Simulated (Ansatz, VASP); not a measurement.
## O: VASP beside Ansatz

Contents of INCAR:

```
SYSTEM = O
ALGO = Normal
EDIFF = 1E-6
ENCUT = 520
GGA = PS
ISIF = 2
ISMEAR = -1
LASPH = .TRUE.
LCHARG = .FALSE.
LREAL = .FALSE.
LWAVE = .FALSE.
NBANDS = 13
NELM = 100
PREC = Accurate
SIGMA = 0.05
```

File KPOINTS:

```
k-points
0
G
  10 10 7
  0 0 0
```

The input POSCAR:

```
O
1.0
    2.8514028533     -1.6624159400      0.0000000000
    2.8514028533      1.6624159400      0.0000000000
   -2.3944914034      0.0000000000      3.6470501824
O
2
Direct
    0.9759870000      0.9781390000      0.8392170000
    0.0063250000      0.0450590000      0.1663370000
```

The input input.yaml:

```yaml
crystal:
  lattice:
    - [2.8514028533, -1.66241594, 0.0]
    - [2.8514028533, 1.66241594, 0.0]
    - [-2.3944914034, 0.0, 3.6470501824]
  atoms:
    - { symbol: O, position: [0.975987, 0.978139, 0.839217] }
    - { symbol: O, position: [0.006325, 0.045059, 0.166337] }
hamiltonian:
  xc: pbesol
  pseudopotentials: { kind: paw }
kpoints:
  mp_grid: { grid: [10, 10, 7] }
scf:
  occupations: { method: fermi_dirac, width: 0.05 }
output:
  forces: true
  stress: true
  eigenvalues: true
  write_density: true
  write_potential: true
  elf: true
  volumetric_format: npy
```

Change from the starting cell: atoms moved at random, drawn with an rms of 0.05 Å.

Alike in both runs: task single point; functional PBEsol; k mesh 10 × 10 × 7; occupations fermi-dirac, width 0.05 eV; no spin polarisation.

|  | VASP | Ansatz |
| --- | --- | --- |
| version | VASP 6.6.1 | Ansatz 0.2.0 |
| potentials or method | VASP PAW PBE potentials, release 64 (O) | Ansatz PAW |
| plane-wave cutoff (eV) | 520 | 420 |
| valence electrons in the cell | 12 | 12 |

|  | VASP | Ansatz | Ansatz less VASP |
| --- | --- | --- | --- |
| gap on the k mesh at the Fermi level (eV) | none | none | - |
| pressure (GPa) | -10.3 | -11.4 | -1.14 |
| traceless stress, the component that is largest in VASP (GPa) | -12.94 | -14.99 | -2.047 |
| rms of the force components (eV/Å) | 2.278 | 2.665 | +0.3869 |

VASP's potentials were made for PBE, not for PBEsol. Atom by atom the forces differ by 0.387 eV/Å (rms over components). A gap of «none» marks a metal or a gap that the smearing closes.

Noted on VASP's run: spin is off for a triplet molecule. Noted on Ansatz's run: spin is off for a triplet molecule.
